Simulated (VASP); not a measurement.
# Ga (P6_3/mmc) in VASP: further runs

The runs below take Ga through single point, with PBE.

All numbers are computed with VASP 6.6.1; they aren't measurements. Logs are shortened: lines on timing, memory, paths and dates and some standing lists are left out, and cuts for length are marked.

## Step 1: The cell of the first run

It takes space group P6_3/mmc (No. 194, hexagonal). The conventional cell has a = 3.151 Å, b = 3.151 Å, c = 4.973 Å, α = 90.00°, β = 90.00°, γ = 120.00°. Ga (site symmetry -6m2) has 12 Ga at 3.08 to 3.15 Å within 4.1 Å.

## Step 2: Single point, PBE (volume scaled by 1.12)

INCAR reads:

```
PREC = Accurate
ENCUT = 500
EDIFF = 1E-6
ISMEAR = -1
SIGMA = 0.1
LREAL = F
LASPH = T
NELM = 120
ALGO = Normal
ISIF = 2
LWAVE = F
LCHARG = T
GGA = PE
LELF = T
LVHAR = T
NBANDS = 20
GGA_COMPAT = F
```

KPOINTS reads:

```
regular mesh
0
Gamma
  13 13 8
```

POSCAR reads:

```
Ga
1.0
    3.1506924302      0.0000000000      0.0000000000
   -1.5753462151      2.7285796840      0.0000000000
    0.0000000000      0.0000000000      4.9731674617
Ga
2
Direct
    0.3333333333      0.6666666667      0.2500000000
    0.6666666667      0.3333333333      0.7500000000
```

Potentials or basis: VASP PAW PBE potentials, release 64 (Ga_d).

Started as:

```console
cat potpaw_PBE.64/Ga_d/POTCAR > POTCAR
mpirun -np 1 vasp_std > vasp.out
```

OUTCAR:

```text
PREC = Accurate
   ENCUT = 500
   EDIFF = 1E-6
   ISMEAR = -1
   LREAL = F
   LASPH = T
   NELM = 120
   ISIF = 2
   GGA = PE

 ion  position               nearest neighbor table
   1  0.333  0.667  0.250-
   2  0.667  0.333  0.750-

  LATTYP: Found a hexagonal cell.
 ALAT       =     3.1506924302
 C/A-ratio  =     1.5784363507

  Lattice vectors:

 A1 = (   3.1506924302,   0.0000000000,   0.0000000000)
 A2 = (  -1.5753462151,   2.7285796840,   0.0000000000)
 A3 = (   0.0000000000,   0.0000000000,   4.9731674617)

Analysis of symmetry for initial positions (statically):
=====================================================================
 Subroutine PRICEL returns:
 Original cell was already a primitive cell.

 Routine SETGRP: Setting up the symmetry group for a
 hexagonal supercell.

 Subroutine GETGRP returns: Found 24 space group operations
 (whereof 12 operations were pure point group operations)
 out of a pool of 24 trial point group operations.

The static configuration has the point symmetry D_3d.
 The point group associated with its full space group is D_6h.

Analysis of symmetry for dynamics (positions and initial velocities):
=====================================================================
 Subroutine PRICEL returns:
 Original cell was already a primitive cell.

 Routine SETGRP: Setting up the symmetry group for a
 hexagonal supercell.

 Subroutine GETGRP returns: Found 24 space group operations
 (whereof 12 operations were pure point group operations)
 out of a pool of 24 trial point group operations.

The dynamic configuration has the point symmetry D_3d.
 The point group associated with its full space group is D_6h.

 Subroutine INISYM returns: Found 24 space group operations
 (whereof 12 operations are pure point group operations),
 and found     1 'primitive' translations

----------------------------------------------------------------------------------------

                                     Primitive cell

  volume of cell :      42.7539

  direct lattice vectors                    reciprocal lattice vectors
[... 70 lines left out ...]
   number of dos      NEDOS =    301   number of ions     NIONS =      2
   total plane-waves  NPLWV =  20736
   dimension x,y,z NGX =    24 NGY =   24 NGZ =   36
   dimension x,y,z NGXF=    48 NGYF=   48 NGZF=   72
   ions per type =               2
   NGX,Y,Z   is equivalent  to a cutoff of  12.66, 12.66, 12.03 a.u.
   NGXF,Y,Z  is equivalent  to a cutoff of  25.33, 25.33, 24.07 a.u.
 SYSTEM =  unknown system
   PREC   = accura    normal or accurate (medium, high low for compatibility)
   ISTART =      0    job   : 0-new  1-cont  2-samecut
   ICHARG =      2    charge: 1-file 2-atom 10-const
   ISPIN  =      1    spin polarized calculation?
   LNONCOLLINEAR =      F non collinear calculations
   LSORBIT =      F    spin-orbit coupling
   LASPH  =      T    aspherical Exc in radial PAW
   ENCUT  =  500.0 eV  36.75 Ry    6.06 a.u.   5.74  5.74  9.07*2*pi/ulx,y,z
   NELM   =    120;   NELMIN=  2; NELMDL= -5     # of ELM steps
   EDIFF  = 0.1E-05   stopping-criterion for ELM
   LREAL  =      F    real-space projection
   EDIFFG = 0.1E-04   stopping-criterion for IOM
   NSW    =      0    number of steps for IOM
   IBRION =     -1    ionic relax: 0-MD 1-quasi-New 2-CG
   NFREE  =      0    steps in history (QN), initial steepest desc. (CG)
   ISIF   =      2    stress and relaxation
   ISYM   =      2    0-nonsym 1-usesym 2-fastsym
   POTIM  = 0.5000    time-step for ionic-motion
   TEBEG  =    0.0;   TEEND  =   0.0 temperature during run
   PSTRESS=    0.0 pullay stress
   NELECT =      26.0000    total number of electrons
   NUPDOWN=      -1.0000    fix difference up-down
   EMIN   =  10.00;   EMAX   =-10.00  energy-range for DOS
   EFERMI =   0.00;   METHOD = LEGACY
   ISMEAR =    -1;   SIGMA  =   0.10  broadening in eV -4-tet -1-fermi 0-gaus
   EFERMI_NEDOS =   21; number of points for ismear=-14 and -15
   IALGO  =     38    algorithm
   IMIX   =      4    mixing-type and parameters
     AMIX     =   0.40;   BMIX     =  1.00
     AMIX_MAG =   1.60;   BMIX_MAG =  1.00
  volume/ion in A,a.u.               =      21.38       144.26
  Fermi-wavevector in a.u.,A,eV,Ry     =   1.386992  2.621035 26.174174  1.923748
  Thomas-Fermi vector in A             =   2.511256
   LORBIT       =      0    0 simple, 1 ext, 2 COOP (PROOUT), +10 PAW based schemes
   GGA     = PE    functional components
   LHFCALC =     F    Hartree Fock is set to
   AEXX    =    0.0000 exact exchange contribution
   IVDW    =     0    specifies the selected vdW correction
   LEPSILON=     F    determine dielectric tensor
   LRPA    =     F    only Hartree local field effects (RPA)
 non-spin polarized calculation
  energy-cutoff  :      500.00
  volume of cell :       42.75
 maximum number of plane-waves:      1096
 NGX is ok and might be reduce to    24
   NGX = 11   NGY = 11   NGZ = 19

 number of electron      26.0000010 magnetization

 Free energy of the ion-electron system (eV)
  ---------------------------------------------------
  ext. energy  EPLUGINS =         0.00000000
  ---------------------------------------------------
  free energy    TOTEN  =        -5.70736768 eV

  energy without entropy =       -5.68147266  energy(sigma->0) =       -5.69442017

 E-fermi :   4.4836     XC(G=0): -10.4115

 val. band max:        4.4808507358   @ k =   0.0769   0.0769   0.2500
 cond. band min:       4.5253745722   @ k =   0.2308   0.2308   0.0000
 fundamental gap:      0.0445238365
 Fermi energy:         4.4835715977

 k-point     1 :       0.0000    0.0000    0.0000
  band No.  band energies     occupation
      1     -10.3869      2.00000
      2     -10.3318      2.00000
      3     -10.3318      2.00000
      4     -10.3317      2.00000
      5     -10.3146      2.00000
      6     -10.3146      2.00000
[... 541 lines left out ...]
     19      15.5831      0.00000
     20      18.1810      0.00000

 [... further k-points ...]
[... 5 lines left out ...]
  --------------------------------------------------------------------------------------
  -------------------------------------------------------------------------------------
  Total       -1.0317112     -1.0317112     -1.0879613      0.0000000      0.0000000      0.0000000
  in kB      -38.6627716    -38.6627716    -40.7707125      0.0000000      0.0000000      0.0000000
  external PRESSURE =     -39.3654186 kB  Pullay stress =       0.0000000 kB

 VOLUME and BASIS-vectors are now :
 -----------------------------------------------------------------------------
  energy-cutoff  :      500.00
  volume of cell :       42.75
      direct lattice vectors                 reciprocal lattice vectors
     3.150692430  0.000000000  0.000000000     0.317390549  0.183245519  0.000000000
    -1.575346215  2.728579684  0.000000000     0.000000000  0.366491038  0.000000000
     0.000000000  0.000000000  4.973167462     0.000000000  0.000000000  0.201079092

 POSITION                                       TOTAL-FORCE (eV/Angst)
 -----------------------------------------------------------------------------------
     -0.00000      1.81905      1.24329         0.000000      0.000000      0.000000
      1.57535      0.90953      3.72988        -0.000000     -0.000000      0.000000
 -----------------------------------------------------------------------------------
    total drift:                               -0.000000      0.000000      0.000000

  FREE ENERGIE OF THE ION-ELECTRON SYSTEM (eV)
  ---------------------------------------------------
  free  energy   TOTEN  =        -5.7073676753 eV

  energy  without entropy=       -5.6814726612  energy(sigma->0) =       -5.69442017
```

OSZICAR:

```text
N       E                     dE             d eps       ncg     rms          rms(c)
DAV:   1     0.132412990153E+03    0.13241E+03   -0.13007E+04  4376   0.230E+03
DAV:   2     0.620169087512E+01   -0.12621E+03   -0.12310E+03  4340   0.379E+02
DAV:   3    -0.555872010962E+01   -0.11760E+02   -0.11690E+02  4828   0.941E+01
DAV:   4    -0.574748387713E+01   -0.18876E+00   -0.18866E+00  4796   0.132E+01
DAV:   5    -0.575058984040E+01   -0.31060E-02   -0.31058E-02  4952   0.170E+00    0.977E-01
DAV:   6    -0.571648139980E+01    0.34108E-01   -0.61201E-02  5704   0.364E+00    0.512E-01
DAV:   7    -0.570820760140E+01    0.82738E-02   -0.12927E-02  5916   0.138E+00    0.145E-01
DAV:   8    -0.570735391726E+01    0.85368E-03   -0.14158E-03  4648   0.521E-01    0.108E-02
DAV:   9    -0.570736590332E+01   -0.11986E-04   -0.41062E-05  5660   0.604E-02    0.437E-03
DAV:  10    -0.570736790030E+01   -0.19970E-05   -0.24479E-06  3796   0.203E-02    0.422E-04
DAV:  11    -0.570736767526E+01    0.22504E-06   -0.15023E-07  2540   0.480E-03
   1 F= -.57073677E+01 E0= -.56944202E+01  d E =-.258950E-01
```

stdout:

```text
POSCAR found type information on POSCAR Ga
 POSCAR found :  1 types and       2 ions
 scaLAPACK will be used
 LDA part: xc-table for (Slater+PW92), standard interpolation
 POSCAR, INCAR and KPOINTS ok, starting setup
 FFT: planning ... GRIDC
 FFT: planning ... GRID_SOFT
 FFT: planning ... GRID
 WAVECAR not read
 entering main loop
```

Run time: 21 s. Hardware: 1 thread of Intel Xeon 6975P-C (Granite Rapids), shared host; peak memory 0.19 GiB.

What came out:

```
Free energy            : -5.7074 eV
Pressure               : -3.9 GPa
Band gap on the k mesh : zero (band 13 reaches 8.59 eV, above the bottom of band 14 at 1.86 eV)
```

Caveat: the cell differs from its parent crystal (volume scaled by 1.12).

## Step 3: Single point, PBE

This run uses another cell than the first one, of 19.09 Å³/atom, 0.893 times its volume.

INCAR reads:

```
  PREC = Accurate
  ENCUT = 500
  EDIFF = 1E-6
  ISMEAR = -1
  SIGMA = 0.1
  LREAL = F
  LASPH = T
  NELM = 120
  ALGO = Normal
  ISIF = 2
  LWAVE = F
  LCHARG = F
  GGA = PE
  NBANDS = 20
  GGA_COMPAT = F
```

KPOINTS reads:

```
Automatic mesh
0
Gamma
  20 20 11
```

POSCAR reads:

```
Ga
1.0
    3.0338911979      0.0000000000      0.0000000000
   -1.5169455990      2.6274268497      0.0000000000
    0.0000000000      0.0000000000      4.7888041509
Ga
2
Direct
    0.3333333333      0.6666666667      0.2500000000
    0.6666666667      0.3333333333      0.7500000000
```

Potentials or basis: VASP PAW PBE potentials, release 64 (Ga_d).

Started as:

```console
cat potpaw_PBE.64/Ga_d/POTCAR > POTCAR
mpirun -np 1 vasp_std > vasp.out
```

OUTCAR:

```text
PREC = Accurate
   ENCUT = 500
   EDIFF = 1E-6
   ISMEAR = -1
   LREAL = F
   LASPH = T
   NELM = 120
   ISIF = 2
   GGA = PE

 ion  position               nearest neighbor table
   1  0.333  0.667  0.250-
   2  0.667  0.333  0.750-

  LATTYP: Found a hexagonal cell.
 ALAT       =     3.0338911979
 C/A-ratio  =     1.5784363507

  Lattice vectors:

 A1 = (   3.0338911979,   0.0000000000,   0.0000000000)
 A2 = (  -1.5169455990,   2.6274268497,   0.0000000000)
 A3 = (   0.0000000000,   0.0000000000,   4.7888041509)

Analysis of symmetry for initial positions (statically):
=====================================================================
 Subroutine PRICEL returns:
 Original cell was already a primitive cell.

 Routine SETGRP: Setting up the symmetry group for a
 hexagonal supercell.

 Subroutine GETGRP returns: Found 24 space group operations
 (whereof 12 operations were pure point group operations)
 out of a pool of 24 trial point group operations.

The static configuration has the point symmetry D_3d.
 The point group associated with its full space group is D_6h.

Analysis of symmetry for dynamics (positions and initial velocities):
=====================================================================
 Subroutine PRICEL returns:
 Original cell was already a primitive cell.

 Routine SETGRP: Setting up the symmetry group for a
 hexagonal supercell.

 Subroutine GETGRP returns: Found 24 space group operations
 (whereof 12 operations were pure point group operations)
 out of a pool of 24 trial point group operations.

The dynamic configuration has the point symmetry D_3d.
 The point group associated with its full space group is D_6h.
[... 102 lines left out ...]
   NSW    =      0    number of steps for IOM
   IBRION =     -1    ionic relax: 0-MD 1-quasi-New 2-CG
   NFREE  =      0    steps in history (QN), initial steepest desc. (CG)
   ISIF   =      2    stress and relaxation
   ISYM   =      2    0-nonsym 1-usesym 2-fastsym
   POTIM  = 0.5000    time-step for ionic-motion
   TEBEG  =    0.0;   TEEND  =   0.0 temperature during run
   PSTRESS=    0.0 pullay stress
   NELECT =      26.0000    total number of electrons
   NUPDOWN=      -1.0000    fix difference up-down
   EMIN   =  10.00;   EMAX   =-10.00  energy-range for DOS
   EFERMI =   0.00;   METHOD = LEGACY
   ISMEAR =    -1;   SIGMA  =   0.10  broadening in eV -4-tet -1-fermi 0-gaus
   EFERMI_NEDOS =   21; number of points for ismear=-14 and -15
   IALGO  =     38    algorithm
   IMIX   =      4    mixing-type and parameters
     AMIX     =   0.40;   BMIX     =  1.00
     AMIX_MAG =   1.60;   BMIX_MAG =  1.00
  volume/ion in A,a.u.               =      19.09       128.80
  Fermi-wavevector in a.u.,A,eV,Ry     =   1.440390  2.721942 28.228318  2.074723
  Thomas-Fermi vector in A             =   2.559139
   LORBIT       =      0    0 simple, 1 ext, 2 COOP (PROOUT), +10 PAW based schemes
   GGA     = PE    functional components
   LHFCALC =     F    Hartree Fock is set to
   AEXX    =    0.0000 exact exchange contribution
   IVDW    =     0    specifies the selected vdW correction
   LEPSILON=     F    determine dielectric tensor
   LRPA    =     F    only Hartree local field effects (RPA)
 non-spin polarized calculation
  energy-cutoff  :      500.00
  volume of cell :       38.17
 maximum number of plane-waves:       996
 NGX is ok and might be reduce to    24
   NGX = 11   NGY = 11   NGZ = 17

 number of electron      25.9999991 magnetization

 Free energy of the ion-electron system (eV)
  ---------------------------------------------------
  ext. energy  EPLUGINS =         0.00000000
  ---------------------------------------------------
  free energy    TOTEN  =        -5.76872847 eV

  energy without entropy =       -5.74293288  energy(sigma->0) =       -5.75583068

 E-fermi :   5.4748     XC(G=0): -10.9622

 val. band max:        5.4746740964   @ k =   0.2000   0.1000   0.1818
 cond. band min:       5.4877730822   @ k =   0.3500   0.1000   0.0000
 fundamental gap:      0.0130989857
 Fermi energy:         5.4748353128

 k-point     1 :       0.0000    0.0000    0.0000
  band No.  band energies     occupation
      1      -9.5067      2.00000
      2      -9.4180      2.00000
      3      -9.4180      2.00000
      4      -9.4173      2.00000
      5      -9.3940      2.00000
      6      -9.3940      2.00000
[... 541 lines left out ...]
     19      16.3980      0.00000
     20      16.8822      0.00000

 [... further k-points ...]
[... 5 lines left out ...]
  --------------------------------------------------------------------------------------
  -------------------------------------------------------------------------------------
  Total       -0.0152880     -0.0152880      0.1451995      0.0000000      0.0000000      0.0000000
  in kB       -0.6416580     -0.6416580      6.0942173      0.0000000      0.0000000      0.0000000
  external PRESSURE =       1.6036338 kB  Pullay stress =       0.0000000 kB

 VOLUME and BASIS-vectors are now :
 -----------------------------------------------------------------------------
  energy-cutoff  :      500.00
  volume of cell :       38.17
      direct lattice vectors                 reciprocal lattice vectors
     3.033891198  0.000000000  0.000000000     0.329609711  0.190300255  0.000000000
    -1.516945599  2.627426850  0.000000000     0.000000000  0.380600510  0.000000000
     0.000000000  0.000000000  4.788804151     0.000000000  0.000000000  0.208820400

 POSITION                                       TOTAL-FORCE (eV/Angst)
 -----------------------------------------------------------------------------------
     -0.00000      1.75162      1.19720        -0.000000      0.000000      0.000000
      1.51695      0.87581      3.59160         0.000000     -0.000000      0.000000
 -----------------------------------------------------------------------------------
    total drift:                               -0.000000      0.000000      0.000000

  FREE ENERGIE OF THE ION-ELECTRON SYSTEM (eV)
  ---------------------------------------------------
  free  energy   TOTEN  =        -5.7687284666 eV

  energy  without entropy=       -5.7429328841  energy(sigma->0) =       -5.75583068
```

stdout:

```text
POSCAR found type information on POSCAR Ga
 POSCAR found :  1 types and       2 ions
 scaLAPACK will be used
 LDA part: xc-table for (Slater+PW92), standard interpolation
 POSCAR, INCAR and KPOINTS ok, starting setup
 FFT: planning ... GRIDC
 FFT: planning ... GRID_SOFT
 FFT: planning ... GRID
 WAVECAR not read
 entering main loop
```

Run time: 46 s. Hardware: 1 thread of Intel Xeon 6975P-C (Granite Rapids), shared host; peak memory 0.26 GiB.

Results:

```
Free energy            : -5.7687 eV
Pressure               : 0.2 GPa
Band gap on the k mesh : zero (band 13 reaches 9.41 eV, above the bottom of band 14 at 2.67 eV)
```
